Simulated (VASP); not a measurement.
# Cu (P6_3/mmc) in VASP: a series of runs

The runs below take Cu through single point, with PBEsol.

Program: VASP 6.6.1. These are calculated values, not measurements. Logs are shortened: lines on timing, memory, paths and dates and some standing lists are left out, and cuts for length are marked.

### Step 1. The cell of the first run

Symmetry: P6_3/mmc, No. 194, hexagonal system. Conventional cell: a = 2.484 Å, b = 2.484 Å, c = 3.898 Å, α = 90.00°, β = 90.00°, γ = 120.00°. Cu (site symmetry -6m2) has 12 Cu at 2.42 to 2.48 Å within 3.2 Å.

This isn't the form of Cu at room conditions, which is fcc.

### Step 2. Single point, PBEsol (10.42 Å³/atom)

INCAR reads:

```
SYSTEM = Cu
ALGO     = Fast           ! electronic algorithm
EDIFF    = 1E-6           ! SCF threshold, eV
ENCUT    = 520            ! plane-wave cutoff, eV
GGA      = PS             ! functional
ISIF     = 2              ! what is computed and relaxed
ISMEAR   = 0              ! smearing method
LASPH    = .TRUE.         ! aspherical terms in the spheres
LCHARG   = .FALSE.        ! write CHGCAR
LREAL    = .FALSE.        ! projectors in reciprocal space
LWAVE    = .FALSE.        ! write WAVECAR
NBANDS   = 18             ! bands
NELM     = 60             ! most SCF steps
PREC     = Accurate       ! precision mode
SIGMA    = 0.15           ! smearing width, eV
```

KPOINTS reads:

```
k-points
0
G
  24 24 12
  0 0 0
```

POSCAR reads:

```
Cu
1.0
    2.4844188507      0.0000000000      0.0000000000
   -1.2422094253      2.1515698383      0.0000000000
    0.0000000000      0.0000000000      3.8975562930
Cu
2
Direct
    0.3333333333      0.6666666667      0.2500000000
    0.6666666667      0.3333333333      0.7500000000
```

Potentials or basis: VASP PAW PBE potentials, release 64 (Cu).

The run is started by

```sh
$ cat potpaw_PBE.64/Cu/POTCAR > POTCAR
$ mpirun -np 1 vasp_std > vasp.out
```

OUTCAR:

```text
SYSTEM = Cu
   EDIFF = 1E-6
   ENCUT = 520
   GGA = PS
   ISIF = 2
   ISMEAR = 0
   LASPH = .TRUE.
   LREAL = .FALSE.
   NELM = 60
   PREC = Accurate

 ion  position               nearest neighbor table
   1  0.333  0.667  0.250-   2 2.42   2 2.42   2 2.42   2 2.42   2 2.42   2 2.42
   2  0.667  0.333  0.750-   1 2.42   1 2.42   1 2.42   1 2.42   1 2.42   1 2.42

  LATTYP: Found a hexagonal cell.
 ALAT       =     2.4844188507
 C/A-ratio  =     1.5688000000

  Lattice vectors:

 A1 = (   2.4844188507,   0.0000000000,   0.0000000000)
 A2 = (  -1.2422094253,   2.1515698383,   0.0000000000)
 A3 = (   0.0000000000,   0.0000000000,   3.8975562930)

Analysis of symmetry for initial positions (statically):
=====================================================================
 Subroutine PRICEL returns:
 Original cell was already a primitive cell.

 Routine SETGRP: Setting up the symmetry group for a
 hexagonal supercell.

 Subroutine GETGRP returns: Found 24 space group operations
 (whereof 12 operations were pure point group operations)
 out of a pool of 24 trial point group operations.

The static configuration has the point symmetry D_3d.
 The point group associated with its full space group is D_6h.

Analysis of symmetry for dynamics (positions and initial velocities):
=====================================================================
 Subroutine PRICEL returns:
 Original cell was already a primitive cell.

 Routine SETGRP: Setting up the symmetry group for a
 hexagonal supercell.

 Subroutine GETGRP returns: Found 24 space group operations
 (whereof 12 operations were pure point group operations)
 out of a pool of 24 trial point group operations.

The dynamic configuration has the point symmetry D_3d.
 The point group associated with its full space group is D_6h.

 Subroutine INISYM returns: Found 24 space group operations
 (whereof 12 operations are pure point group operations),
 and found     1 'primitive' translations

----------------------------------------------------------------------------------------

                                     Primitive cell

  volume of cell :      20.8340

  direct lattice vectors                    reciprocal lattice vectors
     2.484418851  0.000000000  0.000000000     0.402508619  0.232388459  0.000000000
    -1.242209425  2.151569838  0.000000000     0.000000000  0.464776919  0.000000000
     0.000000000  0.000000000  3.897556293     0.000000000  0.000000000  0.256571022

  length of vectors
     2.484418851  2.484418851  3.897556293     0.464776919  0.464776919  0.256571022

  position of ions in fractional coordinates (direct lattice)
     0.333333333  0.666666667  0.250000000
     0.666666667  0.333333333  0.750000000

  ion indices of the primitive-cell ions
   primitive index   ion index
                 1           1
                 2           2

----------------------------------------------------------------------------------------

 KPOINTS: k-points

Automatic generation of k-mesh.
 Grid dimensions read from file:
 generate k-points for:   24   24   12

 Generating k-lattice:

  Cartesian coordinates                     Fractional coordinates (reciprocal lattice)
     0.016771192  0.009682852  0.000000000     0.041666667 -0.000000000  0.000000000
     0.000000000  0.019365705  0.000000000     0.000000000  0.041666667  0.000000000
     0.000000000  0.000000000  0.021380918     0.000000000  0.000000000  0.083333333

  Length of vectors
     0.019365705  0.019365705  0.021380918

  Shift w.r.t. Gamma in fractional coordinates (k-lattice)
     0.000000000  0.000000000  0.000000000

 Subroutine IBZKPT returns following result:
 ===========================================

 Found    427 irreducible k-points:

 Following reciprocal coordinates:
            Coordinates               Weight
  0.000000  0.000000  0.000000      1.000000
  0.041667  0.000000  0.000000      6.000000
  0.083333  0.000000  0.000000      6.000000
  0.125000  0.000000  0.000000      6.000000
  0.166667  0.000000  0.000000      6.000000
  0.208333 -0.000000  0.000000      6.000000
[... 16 lines left out ...]
  0.416667  0.041667  0.000000     12.000000
  0.458333  0.041667  0.000000     12.000000
 [... further k-points ...]
   k-points           NKPTS =    427   k-points in BZ     NKDIM =    427   number of bands    NBANDS=     18
   number of dos      NEDOS =    301   number of ions     NIONS =      2
   total plane-waves  NPLWV =   9720
   dimension x,y,z NGX =    18 NGY =   18 NGZ =   30
   dimension x,y,z NGXF=    36 NGYF=   36 NGZF=   60
   ions per type =               2
   NGX,Y,Z   is equivalent  to a cutoff of  12.04, 12.04, 12.80 a.u.
   NGXF,Y,Z  is equivalent  to a cutoff of  24.09, 24.09, 25.59 a.u.
 SYSTEM =  Cu
   PREC   = accura    normal or accurate (medium, high low for compatibility)
   ISTART =      0    job   : 0-new  1-cont  2-samecut
   ICHARG =      2    charge: 1-file 2-atom 10-const
   ISPIN  =      1    spin polarized calculation?
   LNONCOLLINEAR =      F non collinear calculations
   LSORBIT =      F    spin-orbit coupling
   LASPH  =      T    aspherical Exc in radial PAW
   ENCUT  =  520.0 eV  38.22 Ry    6.18 a.u.   4.62  4.62  7.25*2*pi/ulx,y,z
   NELM   =     60;   NELMIN=  2; NELMDL= -5     # of ELM steps
   EDIFF  = 0.1E-05   stopping-criterion for ELM
   LREAL  =      F    real-space projection
   EDIFFG = 0.1E-04   stopping-criterion for IOM
   NSW    =      0    number of steps for IOM
   IBRION =     -1    ionic relax: 0-MD 1-quasi-New 2-CG
   NFREE  =      0    steps in history (QN), initial steepest desc. (CG)
   ISIF   =      2    stress and relaxation
   ISYM   =      2    0-nonsym 1-usesym 2-fastsym
   POTIM  = 0.5000    time-step for ionic-motion
   TEBEG  =    0.0;   TEEND  =   0.0 temperature during run
   PSTRESS=    0.0 pullay stress
   NELECT =      22.0000    total number of electrons
   NUPDOWN=      -1.0000    fix difference up-down
   EMIN   =  10.00;   EMAX   =-10.00  energy-range for DOS
   EFERMI =   0.00;   METHOD = LEGACY
   ISMEAR =     0;   SIGMA  =   0.15  broadening in eV -4-tet -1-fermi 0-gaus
   EFERMI_NEDOS =   21; number of points for ismear=-14 and -15
   IALGO  =     68    algorithm
   IMIX   =      4    mixing-type and parameters
     AMIX     =   0.40;   BMIX     =  1.00
     AMIX_MAG =   1.60;   BMIX_MAG =  1.00
  volume/ion in A,a.u.               =      10.42        70.30
  Fermi-wavevector in a.u.,A,eV,Ry     =   1.667087  3.150337 37.813010  2.779178
  Thomas-Fermi vector in A             =   2.753170
   LORBIT       =      0    0 simple, 1 ext, 2 COOP (PROOUT), +10 PAW based schemes
   GGA     = PS    functional components
   LHFCALC =     F    Hartree Fock is set to
   AEXX    =    0.0000 exact exchange contribution
   IVDW    =     0    specifies the selected vdW correction
   LEPSILON=     F    determine dielectric tensor
   LRPA    =     F    only Hartree local field effects (RPA)
 non-spin polarized calculation
 RMM-DIIS sequential band-by-band and
 Gauss-broadening in eV      SIGMA  =   0.15
  energy-cutoff  :      520.00
  volume of cell :       20.83
 maximum number of plane-waves:       579
   NGX =  9   NGY =  9   NGZ = 15

 number of electron      21.9999970 magnetization

 Free energy of the ion-electron system (eV)
  ---------------------------------------------------
  ext. energy  EPLUGINS =         0.00000000
  ---------------------------------------------------
  free energy    TOTEN  =        -8.48273415 eV

  energy without entropy =       -8.47712491  energy(sigma->0) =       -8.47992953

 E-fermi :   9.0517     XC(G=0): -13.6571

 val. band max:        9.0324006716   @ k =   0.4167   0.0417   0.5000
 cond. band min:       9.0547896771   @ k =   0.3333   0.1667   0.3333
 fundamental gap:      0.0223890055
 Fermi energy:         9.0517222883

 k-point     1 :       0.0000    0.0000    0.0000
  band No.  band energies     occupation
      1      -1.3334      2.00000
      2       3.2648      2.00000
      3       5.6695      2.00000
      4       5.6695      2.00000
      5       5.7720      2.00000
      6       5.9648      2.00000
[... 10 lines left out ...]
     17      33.4865      0.00000
     18      33.5135      0.00000

 k-point     2 :       0.0417    0.0000    0.0000
  band No.  band energies     occupation
      1      -1.2734      2.00000
      2       3.2985      2.00000
      3       5.6013      2.00000
      4       5.6934      2.00000
      5       5.8326      2.00000
      6       5.9536      2.00000
[... 10 lines left out ...]
     17      34.0521      0.00000
     18      34.3476      0.00000

 k-point     3 :       0.0833    0.0000    0.0000
  band No.  band energies     occupation
      1      -1.0946      2.00000
      2       3.3959      2.00000
      3       5.4878      2.00000
      4       5.7639      2.00000
      5       5.9020      2.00000
      6       5.9454      2.00000
[... 10 lines left out ...]
     17      34.6144      0.00000
     18      35.4651      0.00000

 k-point     4 :       0.1250    0.0000    0.0000
  band No.  band energies     occupation
      1      -0.8003      2.00000
      2       3.5453      2.00000
      3       5.3597      2.00000
      4       5.7984      2.00000
      5       5.8607      2.00000
      6       5.8778      2.00000
[... 375 lines left out ...]
      4       5.1321      2.00000
      5       5.4927      2.00000
      6       5.8272      2.00000
[... 10 lines left out ...]
     17      23.9496      0.00000
     18      30.0164      0.00000

 k-point    23 :       0.4167    0.0417    0.0000
  band No.  band energies     occupation
      1       3.2736      2.00000
      2       3.8503      2.00000
      3       4.0806      2.00000
      4       5.2618      2.00000
      5       5.4572      2.00000
      6       5.7922      2.00000
[... 10 lines left out ...]
     17      22.7722      0.00000
     18      29.8757      0.00000

 k-point    24 :       0.4583    0.0417    0.0000
  band No.  band energies     occupation
      1       3.4761      2.00000
      2       3.7873      2.00000
      3       4.0371      2.00000
      4       5.3588      2.00000
      5       5.4391      2.00000
      6       5.7741      2.00000
[... 10 lines left out ...]
     17      22.1945      0.00000
     18      29.8098      0.00000

 [... further k-points ...]

------------------------ aborting loop because EDIFF is reached ----------------------------------------

  FORCE on cell =-STRESS in cart. coord.  units (eV):
  Direction    XX          YY          ZZ          XY          YZ          ZX
  --------------------------------------------------------------------------------------
  -------------------------------------------------------------------------------------
  Total        2.0376379      2.0376379      3.5258400      0.0000000      0.0000000      0.0000000
  in kB      156.6985335    156.6985335    271.1443255      0.0000000      0.0000000      0.0000000
  external PRESSURE =     194.8471308 kB  Pullay stress =       0.0000000 kB

 VOLUME and BASIS-vectors are now :
 -----------------------------------------------------------------------------
  energy-cutoff  :      520.00
  volume of cell :       20.83
      direct lattice vectors                 reciprocal lattice vectors
     2.484418851  0.000000000  0.000000000     0.402508619  0.232388459  0.000000000
    -1.242209425  2.151569838  0.000000000     0.000000000  0.464776919  0.000000000
     0.000000000  0.000000000  3.897556293     0.000000000  0.000000000  0.256571022

 POSITION                                       TOTAL-FORCE (eV/Angst)
 -----------------------------------------------------------------------------------
     -0.00000      1.43438      0.97439         0.000000      0.000000      0.000000
      1.24221      0.71719      2.92317        -0.000000     -0.000000      0.000000
 -----------------------------------------------------------------------------------
    total drift:                               -0.000000      0.000000     -0.000000

  FREE ENERGIE OF THE ION-ELECTRON SYSTEM (eV)
  ---------------------------------------------------
  free  energy   TOTEN  =        -8.4827341464 eV

  energy  without entropy=       -8.4771249131  energy(sigma->0) =       -8.47992953
```

It took 67 s on 1 thread of Intel Xeon 6975P-C (Granite Rapids), shared host; peak memory 0.23 GiB.

Results:

```yaml
Free_energy: -8.4827 eV
Pressure: 19.5 GPa
Band_gap_on_the_k_mesh: zero (bands 11 and 12 overlap by 6.26 eV)
```

Caveat: the stress differs along the axes, from 16 to 27 GPa; the PAW data sets were made with another functional, which shifts forces and pressure a little.

### Step 3. Single point, PBEsol (10.42 Å³/atom)

INCAR reads:

```
SYSTEM = Cu
PREC = Accurate
ENCUT = 520
EDIFF = 1E-6
ISMEAR = 0
SIGMA = 0.15
LREAL = .FALSE.
LASPH = .TRUE.
NELM = 60
ALGO = Fast
ISIF = 2
LWAVE = .FALSE.
LCHARG = .TRUE.
GGA = PS
LELF = .TRUE.
LVHAR = .TRUE.
NBANDS = 18
```

KPOINTS reads:

```
Automatic mesh
0
G
  24 24 12
  0 0 0
```

POSCAR reads:

```
Cu
1.0
    2.4187400005      0.0000000000      0.0000000000
   -1.2093700003      2.0946902856      0.0000000000
    0.0000000000      0.0000000000      4.1120998749
Cu
2
Direct
    0.3333333333      0.6666666667      0.2500000000
    0.6666666667      0.3333333333      0.7500000000
```

Potentials or basis: VASP PAW PBE potentials, release 64 (Cu).

The run is started by

```sh
$ cat potpaw_PBE.64/Cu/POTCAR > POTCAR
$ mpirun -np 1 vasp_std > vasp.out
```

Wall time 62 s (1 thread of Intel Xeon 6975P-C (Granite Rapids), shared host); peak memory 0.23 GiB.

It converged, with:

| Property | Result |
| --- | --- |
| Free energy | -8.4882 eV |
| Pressure | 19.7 GPa |
| Band gap on the k mesh | zero (bands 11 and 12 overlap by 6.71 eV) |

Stress tensor (GPa, compression positive):
```
23.09  0.00  0.00
 0.00 23.09  0.00
 0.00  0.00 12.84
```

Levels at points of the mesh, in eV from the Fermi level:
```csv
k point,band 8,band 9,band 10,band 11,band 12,band 13,band 14,band 15
"(0.00, 0.00, 0.00)",-2.65,-2.65,-1.87,-1.87,-1.81,3.83,22.94,23.94
"(0.50, 0.00, 0.00)",-1.75,-1.67,-1.58,0.07,1.96,8.15,8.58,11.26
"(0.00, 0.00, 0.50)",-3.39,-2.13,-2.13,-2.13,-2.13,12.44,12.44,23.65
"(0.50, 0.00, 0.50)",-2.10,-1.62,-1.62,0.38,0.38,5.67,5.67,17.90
```

Caveat: the stress differs along the axes, from 13 to 23 GPa; the PAW data sets were made with another functional, which shifts forces and pressure a little.

The gap in the log of VASP goes by the Fermi energy; the results here count the filled bands.